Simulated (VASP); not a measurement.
Input of a VASP 6.6.1 run:

Contents of INCAR:

```
PREC = Accurate ; ENCUT = 520
EDIFF = 1E-6 ; ISMEAR = -1
SIGMA = 0.1 ; LREAL = False
LASPH = True ; NELM = 150
ALGO = Normal ; ISIF = 2
LWAVE = False ; LCHARG = False
ISPIN = 2 ; MAGMOM = 0 0 0 0
LORBIT = 11 ; NUPDOWN = 0.0
LMAXMIX = 4 ; GGA = PS
NBANDS = 30
```

Contents of KPOINTS:

```
Automatic mesh
0
Gamma
  9 9 6
```

File POSCAR:

```
MnSb
1.0
    4.1500000000      0.0000000000      0.0000000000
   -2.0750000000      3.5940054257      0.0000000000
    0.0000000000      0.0000000000      5.7800000000
Mn Sb
2 2
Direct
    0.0000000000      0.0000000000      0.0000000000
    0.0000000000      0.0000000000      0.5000000000
    0.3333333333      0.6666666667      0.2500000000
    0.6666666667      0.3333333333      0.7500000000
```

Potentials or basis: VASP PAW PBE potentials, release 64 (Mn_pv, Sb).

Launch:

```bash
$ cat potpaw_PBE.64/Mn_pv/POTCAR potpaw_PBE.64/Sb/POTCAR > POTCAR
$ mpirun -np 1 vasp_std > vasp.out
```

Question: What does it give for the pressure?

Answer: -19.6 GPa.

Stress tensor (GPa, compression positive):
```
-17.44   0.00   0.00
  0.00 -17.44   0.00
  0.00   0.00 -23.80
```

Caveat: the PAW data sets were made with another functional, which shifts forces and pressure a little; the total moment is fixed, so each spin has its own Fermi level.
